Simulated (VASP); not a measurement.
Sn:

```
CELL_PARAMETERS angstrom
0.00000 3.28449 3.28449
3.28449 0.00000 3.28449
3.28449 3.28449 0.00000
ATOMIC_POSITIONS crystal
Sn 0.00000 0.00000 0.00000
Sn 0.25000 0.25000 0.25000
```

Base run:

```yaml
Program: VASP 6.6.1
Functional: PBE
Potentials_or_basis: VASP PAW PBE potentials, release 64 (Sn_d)
Cutoff: 520 eV
k_mesh: 6 × 6 × 6
Occupations: fermi-dirac, width 0.02 eV
Spin: no spin polarisation
```

Its results: band gap on the k mesh zero (band 14 reaches 5.36 eV, above the bottom of band 15 at 5.19 eV); pressure 1.5 GPa.

Question: The run is repeated on the same cell with these changes: functional from PBE to r2SCAN. What comes out?

Answer: Band gap on the k mesh zero (filled and empty bands touch); pressure -0.1 GPa.

Caveats: spin-orbit coupling is left out, which moves the levels of the heavy elements; the PAW data sets were made with another functional, which shifts forces and pressure a little (some runs).
